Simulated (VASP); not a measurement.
Input of a VASP 6.6.1 run:

The input INCAR:

```
PREC = Accurate
ENCUT = 600
EDIFF = 1E-6
ISMEAR = 0
SIGMA = 0.01
LREAL = False
LASPH = True
NELM = 120
ALGO = Normal
ISIF = 2
LWAVE = False
LCHARG = True
GGA = PE
LELF = True
LVHAR = True
NBANDS = 16
GGA_COMPAT = False
```

File KPOINTS:

```
regular mesh
0
Gamma
  3 3 2
```

Contents of POSCAR:

```
BN
1.0
    2.5360000000      0.0000000000      0.0000000000
   -1.2680000000      2.1962404240      0.0000000000
    0.0000000000      0.0000000000      4.1990000000
B N
2 2
Direct
    0.6666666667      0.3333333333      0.0000000000
    0.3333333333      0.6666666667      0.5000000000
    0.6666666667      0.3333333333      0.3750000000
    0.3333333333      0.6666666667      0.8750000000
```

Potentials or basis: VASP PAW PBE potentials, release 64 (B, N).

Run with:

```console
$ cat potpaw_PBE.64/B/POTCAR potpaw_PBE.64/N/POTCAR > POTCAR
$ mpirun -np 1 vasp_std > vasp.out
```

(1) What does it give for the largest force?

(2) Predict the band gap on the k mesh.

Answers

(1) 0.182 eV/Å.

(2) 5.15 eV, indirect (least direct gap 8.38 eV).

Caveat: the k points lie up to 0.95 Å⁻¹ apart.
